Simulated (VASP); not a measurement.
Input of a VASP 6.6.1 run:

Contents of INCAR:

```
PREC     = Accurate       # precision mode
ENCUT    = 520            # plane-wave cutoff, eV
EDIFF    = 1E-6           # SCF threshold, eV
ISMEAR   = 0              # smearing method
SIGMA    = 0.02           # smearing width, eV
LREAL    = F              # projectors in reciprocal space
LASPH    = T              # aspherical terms in the spheres
NELM     = 60             # most SCF steps
ALGO     = Normal         # electronic algorithm
ISIF     = 2              # what is computed and relaxed
LWAVE    = F              # write WAVECAR
LCHARG   = F              # write CHGCAR
GGA      = PE             # functional
NBANDS   = 14             # bands
```

The input KPOINTS:

```
Automatic mesh
0
Gamma
  8 8 8
```

The input POSCAR:

```
NaCl
1.0
    0.0000000000      2.7889731238      2.7889731238
    2.7889731238      0.0000000000      2.7889731238
    2.7889731238      2.7889731238      0.0000000000
Na Cl
1 1
Direct
    0.0000000000      0.0000000000      0.0000000000
    0.5000000000      0.5000000000      0.5000000000
```

Potentials or basis: VASP PAW PBE potentials, release 64 (Na_pv, Cl).

Command:

```bash
$ cat potpaw_PBE.64/Na_pv/POTCAR potpaw_PBE.64/Cl/POTCAR > POTCAR
$ mpirun -np 1 vasp_std > vasp.out
```

(1) Predict the pressure.

(2) Predict the band gap on the k mesh.

Results:

(1) 1.7 GPa.

(2) 5.24 eV, direct.
